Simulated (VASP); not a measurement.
A run of VASP 6.6.1 is set up as follows.

Contents of INCAR:

```
  ALGO = Normal
  EDIFF = 1E-8
  ENCUT = 520
  GGA = CA
  ISIF = 2
  ISMEAR = -1
  LASPH = True
  LCHARG = False
  LEFG = True
  LREAL = False
  LWAVE = False
  NBANDS = 26
  NELM = 100
  PREC = Accurate
  SIGMA = 0.05
```

Contents of KPOINTS:

```
k-points
0
Gamma
  10 10 10
```

Contents of POSCAR:

```
In2Au
1.0
    0.0000000000      3.2184900000      3.2510000000
    3.2184900000      0.0000000000      3.2510000000
    3.2184900000      3.2184900000      0.0000000000
In Au
2 1
Direct
    0.2500000000      0.2500000000      0.2500000000
    0.7500000000      0.7500000000      0.7500000000
    0.0000000000      0.0000000000      0.0000000000
```

Potentials or basis: VASP PAW LDA potentials, release 64 (In_d, Au).

Command:

```console
$ cat potpaw_LDA.64/In_d/POTCAR potpaw_LDA.64/Au/POTCAR > POTCAR
$ mpirun -np 1 vasp_std > vasp.out
```

What does it give for the pressure?

0.3 GPa.

Stress tensor (GPa, compression positive):
```
0.39 0.00 0.00
0.00 0.39 0.00
0.00 0.00 0.03
```

Caveat: the cell differs from its parent crystal (equal xx and yy strain of -1 %); without QUAD_EFG the Cq values of the log hold for a quadrupole moment of 1 mb, not for the nuclei.
